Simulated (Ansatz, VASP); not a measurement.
# One calculation of Al, two programs

```xyz
1
Lattice="0.0000 1.9633 2.0543 1.9633 0.0000 2.0543 1.9633 1.9633 0.0000" Properties=species:S:1:pos:R:3 pbc="T T T"
Al    0.0000    0.0000    0.0000
```

Change from the starting cell: strain -0.030 along x and y, +0.015 along z, atoms carried along.

Alike in both runs: task single point; functional PBEsol; dispersion D3(BJ); k mesh 20 × 20 × 20; occupations gaussian, width 0.15 eV; no spin polarisation.

```csv
,VASP,Ansatz
version,VASP 6.6.1,Ansatz 0.2.0
potentials or method,"VASP PAW PBE potentials, release 64 (Al), cutoff 520 eV","scalar-relativistic, plane waves, PAW"
valence electrons in the cell,3,3
```

```tsv
	VASP	Ansatz	Ansatz less VASP
gap on the k mesh at the Fermi level (eV)	none	none	-
pressure (GPa)	-1.4	-1.5	-0.07
traceless stress, the component that is largest in VASP (GPa)	-1.97	-1.96	+0.015
```

VASP's potentials were made for PBE, not for PBEsol. A gap of «none» marks a metal or a gap that the smearing closes.
